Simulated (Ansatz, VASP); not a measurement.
**One calculation of MgO, two programs**

```
Mg O
1.0
     5.52307    0.00000    0.00000
     0.00000    5.52307    0.00000
     0.00000    0.00000    5.52307
Mg O
6 6
Direct
  0.25000 0.98938 0.50000
  0.00000 0.51062 0.25000
  0.50000 0.75000 0.00000
  0.75000 0.98938 0.50000
  0.00000 0.51062 0.75000
  0.50000 0.25000 0.00000
  0.25000 0.48639 0.00000
  0.50000 0.01361 0.25000
  0.00000 0.75000 0.50000
  0.75000 0.48639 0.00000
  0.50000 0.01361 0.75000
  0.00000 0.25000 0.50000
```

Change from the starting cell: mode 14 frozen in at -0.014 Å and mode 24 at -0.086 Å (largest displacements).

Alike in both runs: task single point; functional LDA; k mesh 4 × 4 × 4; occupations gaussian, width 0.05 eV; no spin polarisation.

|  | VASP | Ansatz |
| --- | --- | --- |
| version | VASP 6.6.1 | Ansatz 0.2.0 |
| potentials or method | VASP PAW LDA potentials, release 64 (Mg, O), cutoff 520 eV | scalar-relativistic, plane waves, PAW |
| valence electrons in the cell | 48 | 96 |

```csv
,VASP,Ansatz,Ansatz less VASP
gap on the k mesh at the Fermi level (eV),2.74,2.75,+0.013
least direct gap on the mesh (eV),2.75,2.76,+0.013
pressure (GPa),-0.5,0.2,+0.70
"traceless stress, the component that is largest in VASP (GPa)",-0.26,-0.26,-0.005
rms of the force components (eV/Å),0.595,0.583,-0.0125
```

Ansatz warns that its potentials were made for another functional, while VASP's fit it. LDA's correlation is that of Perdew and Zunger in VASP and of Perdew and Wang (1992) in Ansatz. Atom by atom the forces differ by 0.013 eV/Å (rms over components). VASP's potentials hold 48 valence electrons a cell and Ansatz's 96, so a difference there can come from the potentials and not from the codes.
